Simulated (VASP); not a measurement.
Here is a VASP 6.6.1 calculation.

File INCAR:

```
  PREC = Accurate
  ENCUT = 520
  EDIFF = 1E-7
  ISMEAR = -1
  SIGMA = 0.05
  LREAL = Auto
  LASPH = T
  NELM = 100
  ALGO = Normal
  ISIF = 2
  LWAVE = F
  LCHARG = T
  GGA = PS
  LELF = T
  LVHAR = T
  NBANDS = 197
  ISYM = 0
```

KPOINTS

```
Automatic mesh
0
Gamma
  1 1 1
  0.25 0.25 0.25
```

The input POSCAR:

```
K4Zn3BiF12
1.0
    8.1045260000      0.0000000000      0.0000000000
    0.0000000000      8.1045260000      0.0000000000
    0.0000000000      0.0000000000      8.1045260000
K Bi Zn F
8 2 6 24
Direct
    0.9649550000      0.9643580000      0.9672270000
    0.9997930000      0.0075680000      0.5224040000
    0.0109740000      0.5205150000      0.9970570000
    0.0225910000      0.5114650000      0.4972200000
    0.5206060000      0.0007440000      0.0087860000
    0.5002740000      0.0213820000      0.5085730000
    0.5089940000      0.4987460000      0.0241700000
    0.4643330000      0.4653200000      0.4674780000
    0.2112430000      0.2124830000      0.2133120000
    0.7127650000      0.7118540000      0.7140570000
    0.2522190000      0.2486350000      0.7466600000
    0.2495710000      0.7477220000      0.2519420000
    0.2475720000      0.7492790000      0.7526310000
    0.7465360000      0.2524300000      0.2495730000
    0.7531650000      0.2455620000      0.7494170000
    0.7490940000      0.7522490000      0.2464770000
    0.3330980000      0.2532270000      0.9728630000
    0.2116620000      0.2565410000      0.5088040000
    0.2114490000      0.7819970000      0.0074340000
    0.2843310000      0.7134810000      0.5084530000
    0.7350650000      0.2706310000      0.9984100000
    0.7695160000      0.2316930000      0.4984320000
    0.7589430000      0.7100350000      0.0081170000
    0.7503420000      0.8335950000      0.4731640000
    0.9714050000      0.3366740000      0.2500690000
    0.0079560000      0.2101350000      0.7841330000
    0.9984630000      0.7375950000      0.2689770000
    0.0084180000      0.7574080000      0.7144630000
    0.5081120000      0.2150040000      0.2568280000
    0.5084470000      0.2812830000      0.7126360000
    0.4986240000      0.7695680000      0.2328230000
    0.4729110000      0.7494280000      0.8378270000
    0.2526180000      0.9727760000      0.3359790000
    0.2713070000      0.9982770000      0.7353700000
    0.2559800000      0.5093940000      0.2153820000
    0.2349880000      0.4981970000      0.7665490000
    0.7799050000      0.0073550000      0.2114060000
    0.7135510000      0.0067480000      0.7587640000
    0.7116190000      0.5086450000      0.2864560000
    0.8366040000      0.4712780000      0.7470060000
```

Potentials or basis: VASP PAW PBE potentials, release 64 (K_sv, Bi_d, Zn, F).

Run with:

```console
$ cat potpaw_PBE.64/K_sv/POTCAR potpaw_PBE.64/Bi_d/POTCAR potpaw_PBE.64/Zn/POTCAR potpaw_PBE.64/F/POTCAR > POTCAR
$ mpirun -np 1 vasp_std > vasp.out
```

**Question.** What does it give for the band gap on the k mesh?

**Answer.** 0.16 eV.

**Question.** Predict the pressure.

**Answer.** 8.0 GPa.

**Question.** Estimate the largest force.

**Answer.** 0.070 eV/Å.

Stress tensor (GPa, compression positive):
```
 7.98 -1.65 -1.66
-1.65  8.00 -1.67
-1.66 -1.67  7.95
```

Caveat: the PAW data sets were made with another functional, which shifts forces and pressure a little; spin-orbit coupling is left out, which moves the levels of the heavy elements.
